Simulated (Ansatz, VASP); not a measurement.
Rh: VASP beside Ansatz

Contents of INCAR:

```
SYSTEM = Rh
PREC = Accurate ; ENCUT = 520
EDIFF = 1E-6 ; ISMEAR = 0
SIGMA = 0.15 ; LREAL = .FALSE.
LASPH = .TRUE. ; NELM = 100
ALGO = Fast ; ISIF = 2
LWAVE = .FALSE. ; LCHARG = .TRUE.
GGA = PS ; LELF = .TRUE.
LVHAR = .TRUE. ; NBANDS = 22
```

The input KPOINTS:

```
Automatic mesh
0
G
  18 18 12
  0 0 0
```

File POSCAR:

```
Rh
1.0
    2.7309790422      0.0000000000      0.0000000000
   -1.3654895211      2.3650972278      0.0000000000
    0.0000000000      0.0000000000      4.4284890000
Rh
2
Direct
    0.7075075173      0.3632309110      0.7500000000
    0.3333333333      0.6666666667      0.2500000000
```

Input for Ansatz:

```yaml
crystal:
  lattice:
    - [2.7309790422, 0.0, 0.0]
    - [-1.3654895211, 2.3650972278, 0.0]
    - [0.0, 0.0, 4.428489]
  atoms:
    - { symbol: Rh, position: [0.7075075173, 0.363230911, 0.75] }
    - { symbol: Rh, position: [0.3333333333, 0.6666666667, 0.25] }
basis:
  ecutwfc: 420
kpoints:
  mp_grid: { grid: [18, 18, 12] }
hamiltonian:
  xc: pbesol
scf:
  occupations: { method: gaussian, width: 0.15 }
output:
  forces: true
  stress: true
  eigenvalues: true
```

Alike in both runs: task single point; functional PBEsol; k mesh 18 × 18 × 12; occupations gaussian, width 0.15 eV; no spin polarisation.

```csv
,VASP,Ansatz
version,VASP 6.6.1,Ansatz 0.2.0
potentials or method,"VASP PAW PBE potentials, release 64 (Rh_pv), cutoff 520 eV","scalar-relativistic, plane waves, PAW"
valence electrons in the cell,30,34
```

|  | VASP | Ansatz | Ansatz less VASP |
| --- | --- | --- | --- |
| gap on the k mesh at the Fermi level (eV) | none | none | - |
| pressure (GPa) | -13.3 | -13.3 | -0.06 |
| traceless stress, the component that is largest in VASP (GPa) | 1.03 | 1.04 | +0.001 |
| rms of the force components (eV/Å) | 0.219 | 0.220 | +0.0004 |

VASP's potentials were made for PBE, not for PBEsol. Atom by atom the forces differ by 0.000 eV/Å (rms over components). A gap of «none» marks a metal or a gap that the smearing closes. VASP's potentials hold 30 valence electrons a cell and Ansatz's 34, so a difference there can come from the potentials and not from the codes.
